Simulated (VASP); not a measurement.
A run of VASP 6.6.1:

INCAR

```
SYSTEM = Ge
PREC     = Accurate       ! precision mode
ENCUT    = 520            ! plane-wave cutoff, eV
EDIFF    = 1E-7           ! SCF threshold, eV
ISMEAR   = 0              ! smearing method
SIGMA    = 0.15           ! smearing width, eV
LREAL    = .FALSE.        ! projectors in reciprocal space
LASPH    = .TRUE.         ! aspherical terms in the spheres
NELM     = 80             ! most SCF steps
ALGO     = Normal         ! electronic algorithm
ISIF     = 2              ! what is computed and relaxed
LWAVE    = .FALSE.        ! write WAVECAR
LCHARG   = .FALSE.        ! write CHGCAR
GGA      = PS             ! functional
NBANDS   = 21             ! bands
```

File KPOINTS:

```
Automatic mesh
0
G
  18 18 10
  0 0 0
```

The input POSCAR:

```
Ge
1.0
    1.4880529250     -2.5817161620      0.0000000000
    1.4880529250      2.5817161620      0.0000000000
    0.0000000000      0.0000000000      4.7275957900
Ge
2
Direct
    0.6665533700      0.3334466300      0.2500000000
    0.3334466300      0.6665533700      0.7500000000
```

Potentials or basis: VASP PAW PBE potentials, release 64 (Ge_d).

Launch:

```bash
$ cat potpaw_PBE.64/Ge_d/POTCAR > POTCAR
$ mpirun -np 1 vasp_std > vasp.out
```

Hardware: 1 thread of AMD EPYC 9R45 96-Core Processor (Zen 5) (shared host).

How long does it take, and how much memory?

It took 2.6 min on 1 thread of AMD EPYC 9R45 96-Core Processor (Zen 5), with other jobs on the host, peak memory 0.39 GiB. Counts: scf iterations 12, k points 546.
